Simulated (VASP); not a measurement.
MnO:

```
Mn O
1.0
     0.00000    2.22200    2.22200
     2.22200    0.00000    2.22200
     2.22200    2.22200    0.00000
Mn O
1 1
Direct
  0.00000 0.00000 0.00000
  0.50000 0.50000 0.50000
```

Base run:

```yaml
Program: VASP 6.6.1
Functional: PBE
Potentials_or_basis: VASP PAW PBE potentials, release 64 (Mn_pv, O)
Cutoff: 520 eV
k_mesh: 9 × 9 × 9
Occupations: fermi-dirac, width 0.05 eV
Spin: collinear spin, ferromagnetic start
Starting_moments: "[3.0, 0.0] μB"
Fixed_moment: 3 μB
```

Its results: pressure -23.0 GPa; site moments Mn +2.94; O -0.02 μB.

Question: After a change of settings the same cell gave: pressure 119.9 GPa; site moments Mn +5.11; O +1.62 μB. Which change was it?
A. fixed moment from 3 μB to 6 μB; moments at the start from [3.0, 0.0] to [6.0, 0.0]
B. fixed moment from 3 μB to 2 μB; moments at the start from [3.0, 0.0] to [2.0, 0.0]
C. fixed moment from 3 μB to 8 μB; moments at the start from [3.0, 0.0] to [8.0, 0.0]
D. fixed moment from 3 μB to 1 μB; moments at the start from [3.0, 0.0] to [1.0, 0.0]

Answer: C.

Caveats: the total moment is fixed, so each spin has its own Fermi level; a cell with one magnetic atom can't hold antiferromagnetic order, which such compounds often take.
